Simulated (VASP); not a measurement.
A run of VASP 6.6.1 is set up as follows.

Contents of INCAR:

```
SYSTEM = TlCl
  PREC = Accurate
  ENCUT = 500
  EDIFF = 1E-7
  ISMEAR = 0
  SIGMA = 0.01
  LREAL = .FALSE.
  LASPH = .TRUE.
  NELM = 120
  ALGO = Normal
  ISIF = 3
  LWAVE = .FALSE.
  LCHARG = .FALSE.
  GGA = PS
  IBRION = 2
  NSW = 100
  EDIFFG = -0.002
  PSTRESS = 100.0
  GGA_COMPAT = .FALSE.
  NELMIN = 4
```

The input KPOINTS:

```
Automatic mesh
0
G
  6 6 6
  0 0 0
```

Contents of POSCAR:

```
TlCl
1.0
    3.7692256933      0.0000000000      0.0000000000
    0.0000000000      3.7692256933      0.0000000000
    0.0000000000      0.0000000000      3.7692256933
Tl Cl
1 1
Direct
    0.0000000000      0.0000000000      0.0000000000
    0.5000000000      0.5000000000      0.5000000000
```

Potentials or basis: VASP PAW PBE potentials, release 64 (Tl_d, Cl).

Run with:

```bash
$ cat potpaw_PBE.64/Tl_d/POTCAR potpaw_PBE.64/Cl/POTCAR > POTCAR
$ mpirun -np 1 vasp_std > vasp.out
```

Problem. Predict the space group after relaxing (to 0.1 Å).

Solution. Pm-3m (No. 221).

Problem. Predict the band gap on the k mesh.

Solution. 1.11 eV (least direct gap 1.17 eV).

Final structure:
```yaml
crystal:
  lattice:
    - [3.52710, 0.00000, 0.00000]
    - [0.00000, 3.52710, 0.00000]
    - [0.00000, 0.00000, 3.52710]
  atoms:
    - { symbol: Tl, position: [0.00000, 0.00000, 0.00000] }
    - { symbol: Cl, position: [0.50000, 0.50000, 0.50000] }
```

Caveat: the cell is relaxed towards a set pressure, so the run minimises the enthalpy, not the energy; spin-orbit coupling is left out, which moves the levels of the heavy elements. A k mesh can miss the band edges.
